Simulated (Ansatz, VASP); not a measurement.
**One calculation of SrO, two programs**

The input INCAR:

```
ALGO = Normal
EDIFF = 1E-6
ENCUT = 520
GGA = PE
ISIF = 2
ISMEAR = -1
LASPH = True
LCHARG = False
LREAL = False
LWAVE = False
NBANDS = 15
NELM = 60
PREC = Accurate
SIGMA = 0.02
```

File KPOINTS:

```
k-points
0
Gamma
  8 8 8
```

The input POSCAR:

```
SrO
1.0
    0.0000000000      2.5582212316      2.5916135004
    2.5582212316      0.0000000000      2.5916135004
    2.5582212316      2.5582212316      0.0000000000
Sr O
1 1
Direct
    0.0000000000      0.0000000000      0.0000000000
    0.5000000000      0.5000000000      0.5000000000
```

Input for Ansatz:

```yaml
crystal:
  lattice:
    - [0.0, 2.5582212316, 2.5916135004]
    - [2.5582212316, 0.0, 2.5916135004]
    - [2.5582212316, 2.5582212316, 0.0]
  atoms:
    - { symbol: Sr, position: [0.0, 0.0, 0.0] }
    - { symbol: O, position: [0.5, 0.5, 0.5] }
kpoints:
  mp_grid: { grid: [8, 8, 8] }
  band_path:
    path:
      - [0.0, 0.0, 0.0]
      - [0.5, 0.0, 0.5]
      - [0.625, 0.25, 0.625]
      - [0.375, 0.375, 0.75]
      - [0.5, 0.5, 0.5]
      - [0.5, 0.25, 0.75]
      - [0.0, 0.5, 0.5]
    npoints: 1
hamiltonian:
  xc: pbe
scf:
  occupations: { method: fermi_dirac, width: 0.02 }
  n_extra_bands: 4
output:
  forces: true
  stress: true
  eigenvalues: true
```

Change from the starting cell: epitaxial_xy strain -0.8%.

Alike in both runs: task single point; functional PBE; k mesh 8 × 8 × 8; occupations fermi-dirac, width 0.02 eV; no spin polarisation.

```csv
,VASP,Ansatz
version,VASP 6.6.1,Ansatz 0.2.0
potentials or method,"VASP PAW PBE potentials, release 64 (Sr_sv, O)","plane waves, PAW"
plane-wave cutoff (eV),520,420
valence electrons in the cell,16,16
```

```tsv
	VASP	Ansatz	Ansatz less VASP
gap on the k mesh at the Fermi level (eV)	3.23	3.28	+0.049
pressure (GPa)	3.6	3.0	-0.59
traceless stress, the component that is largest in VASP (GPa)	-1.22	-1.16	+0.064
```
